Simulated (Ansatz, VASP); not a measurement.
**BeN: VASP beside Ansatz**

```
CELL_PARAMETERS angstrom
1.44927 0.83674 3.91047
-1.44927 0.83674 3.91047
0.00000 -1.67348 3.91047
ATOMIC_POSITIONS crystal
Be 0.74089 0.74089 0.74089
Be 0.25911 0.25911 0.25911
N 0.56899 0.56899 0.56899
N 0.43101 0.43101 0.43101
```

Change from the starting cell: species swapped into the YCl type (R-3m, No. 166).

Alike in both runs: functional PBE; k mesh 9 × 9 × 9; occupations gaussian, width 0.1 eV; no spin polarisation.

Ansatz relaxed the structure, and its values are those at the end. VASP's run is a single point on that final structure, the one shown.

```csv
,VASP,Ansatz
version,VASP 6.6.1,Ansatz 0.2.0
potentials or method,"VASP PAW PBE potentials, release 64 (Be, N), cutoff 520 eV","scalar-relativistic, plane waves, PAW"
valence electrons in the cell,14,14
```

```tsv
	VASP	Ansatz	Ansatz less VASP
gap on the k mesh at the Fermi level (eV)	0.13	0.13	-0.002
least direct gap on the mesh (eV)	0.13	0.13	-0.002
pressure (GPa)	0.4	0.2	-0.18
rms of the force components (eV/Å)	0.006	0.003	-0.0037
```

With one functional, cell and mesh, what is left measures potentials, basis and numerics.
